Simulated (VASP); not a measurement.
# Mg: single point with LDA

Mg:

```
CELL_PARAMETERS angstrom
-1.83599 1.83599 1.67940
1.83599 -1.83599 1.67940
1.83599 1.83599 -1.67940
ATOMIC_POSITIONS crystal
Mg 0.00000 0.00000 0.00000
```

```json
{
  "Program": "VASP 6.6.1",
  "Task": "single point",
  "Functional": "LDA",
  "Potentials or basis": "VASP PAW LDA potentials, release 64 (Mg)",
  "Cutoff": "520 eV",
  "k mesh": "11 × 11 × 11",
  "Occupations": "fermi-dirac, width 0.05 eV",
  "Spin": "no spin polarisation",
  "Dipole correction": "no",
  "Further INCAR settings": "ALGO = Normal; EDIFF = 1e-06; NBANDS = 7"
}
```

- Pressure: -1.9 GPa
- Band gap on the k mesh: zero (bands 1 and 2 overlap by 4.38 eV)

Levels at points of the mesh, in eV from the Fermi level:
```tsv
k point	band 1	band 2	band 3	band 4
(0.00, 0.00, 0.00)	-7.00	11.88	13.71	13.71
```

Wall time 25 s on 1 thread of AMD EPYC 7R13 (shared host), peak memory 0.11 GiB.
